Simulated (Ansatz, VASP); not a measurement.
## Ge in VASP and in Ansatz

```xyz
1
Lattice="1.3971 -2.5485 0.0000 1.3971 2.5485 0.0000 0.0000 0.0000 2.6982" Properties=species:S:1:pos:R:3 pbc="T T T"
Ge    1.3971    0.0000    0.0000
```

Change from the starting cell: strain -0.0200 x Voigt [0, 1, 0, 0, 0, 0], atoms carried along.

Alike in both runs: task single point; functional PBEsol; k mesh 20 × 20 × 18; occupations gaussian, width 0.15 eV; no spin polarisation.

|  | VASP | Ansatz |
| --- | --- | --- |
| version | VASP 6.6.1 | Ansatz 0.2.0 |
| potentials or method | VASP PAW PBE potentials, release 64 (Ge_d), cutoff 520 eV | scalar-relativistic, plane waves, PAW |
| valence electrons in the cell | 14 | 14 |

VASP gave:

* gap on the k mesh at the Fermi level (eV): none
* pressure (GPa): -3.0
* traceless stress, the component that is largest in VASP (GPa): -1.28

Question: Which values does Ansatz return?

Answer: gap on the k mesh at the Fermi level (eV): none; pressure (GPa): -2.9; traceless stress, the component that is largest in VASP (GPa): -1.25.

VASP's potentials were made for PBE, not for PBEsol. A gap of «none» marks a metal or a gap that the smearing closes. The functional is the same, so the differences come from potentials, cutoffs and numerics.
